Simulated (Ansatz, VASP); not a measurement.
## One calculation of SnO2, two programs

Contents of POSCAR:

```
SnO2
1.0
    4.8077111248      0.0000000000      0.0000000000
    0.0000000000      4.8077111248      0.0000000000
    0.0000000000      0.0000000000      3.2317663513
Sn O
2 4
Direct
    0.0000000000      0.0000000000      0.0000000000
    0.5000000000      0.5000000000      0.5000000000
    0.3058781130      0.3058781130      0.0000000000
    0.1941218870      0.8058781130      0.5000000000
    0.8058781130      0.1941218870      0.5000000000
    0.6941218870      0.6941218870      0.0000000000
```

Contents of INCAR.step1:

```
SYSTEM = SnO2
  PREC = Accurate
  ENCUT = 520
  ISMEAR = 0
  SIGMA = 0.01
  LREAL = .FALSE.
  LASPH = .TRUE.
  NELM = 100
  NBANDS = 35
  GGA = PE
  ALGO = Normal
  EDIFF = 1E-4
  LWAVE = .TRUE.
  LCHARG = .FALSE.
```

Contents of INCAR.step2:

```
SYSTEM = SnO2
  PREC = Accurate
  ENCUT = 520
  EDIFF = 1E-6
  ISMEAR = 0
  SIGMA = 0.01
  LREAL = .FALSE.
  LASPH = .TRUE.
  NELM = 100
  ALGO = Normal
  ISIF = 2
  LWAVE = .FALSE.
  LCHARG = .FALSE.
  METAGGA = R2SCAN
  LMIXTAU = .TRUE.
  NBANDS = 35
  ISTART = 1
```

The input KPOINTS:

```
regular mesh
0
G
  4 4 6
  0 0 0
```

Input for Ansatz:

```yaml
crystal:
  lattice:
    - [4.8077111248, 0.0, 0.0]
    - [0.0, 4.8077111248, 0.0]
    - [0.0, 0.0, 3.2317663513]
  atoms:
    - { symbol: Sn, position: [0.0, 0.0, 0.0] }
    - { symbol: Sn, position: [0.5, 0.5, 0.5] }
    - { symbol: O, position: [0.305878113, 0.305878113, 0.0] }
    - { symbol: O, position: [0.194121887, 0.805878113, 0.5] }
    - { symbol: O, position: [0.805878113, 0.194121887, 0.5] }
    - { symbol: O, position: [0.694121887, 0.694121887, 0.0] }
kpoints:
  mp_grid: { grid: [4, 4, 6] }
hamiltonian:
  xc: r2scan
scf:
  occupations: { method: fixed }
  n_extra_bands: 5
output:
  forces: true
  stress: true
  eigenvalues: true
```

Alike in both runs: task single point; functional r2SCAN; k mesh 4 × 4 × 6; no spin polarisation.

|  | VASP | Ansatz |
| --- | --- | --- |
| version | VASP 6.6.1 | Ansatz 0.2.0 |
| potentials or method | VASP PAW PBE potentials, release 64 (Sn_d, O) | plane waves, PAW |
| plane-wave cutoff (eV) | 520 | 500 |
| occupations | gaussian, width 0.01 eV | fixed |
| valence electrons in the cell | 52 | 52 |

```csv
,VASP,Ansatz,Ansatz less VASP
gap on the k mesh at the Fermi level (eV),1.44,1.42,-0.022
pressure (GPa),-5.0,-6.0,-0.97
"traceless stress, the component that is largest in VASP (GPa)",-0.77,-1.06,-0.294
rms of the force components (eV/Å),0.037,0.049,+0.0122
```

VASP's potentials were made for PBE, not for r2SCAN. Atom by atom the forces differ by 0.012 eV/Å (rms over components).
